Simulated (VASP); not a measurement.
Y:

```
Y
1.0
     3.31000    0.00000    0.00000
     0.00000    3.31000    0.00000
     0.00000    0.00000    3.31000
Y
1
Direct
  0.00000 0.00000 0.00000
```

- Program: VASP 6.6.1
- Task: relaxation of cell and atoms
- Functional: PBE
- Potentials or basis: VASP PAW PBE potentials, release 64 (Y_sv)
- Cutoff: 600 eV
- k mesh: 14 × 14 × 14
- Occupations: fermi-dirac, width 0.1 eV
- Spin: no spin polarisation

At the start: pressure -0.9 GPa; volume 36.26 Å³/atom.

Q: Where does the relaxation end?

A: Over 3 steps the energy falls by 4.3 meV/atom and the volume is 34.90 Å³/atom (-3.8 %); space group Pm-3m (No. 221, to 0.05 Å).

Step by step:
```csv
step,energy change (eV),largest force (eV/Å),pressure (GPa),volume (Å³)
1,0.0000,0.0000,-0.94,36.26
2,-0.0041,0.0000,-0.21,35.16
3,-0.0043,0.0000,-0.02,34.90
```

Final structure:
```xyz
1
Lattice="3.2679 0.0000 0.0000 0.0000 3.2679 0.0000 0.0000 0.0000 3.2679" Properties=species:S:1:pos:R:3 pbc="T T T"
Y     0.0000    0.0000    0.0000
```
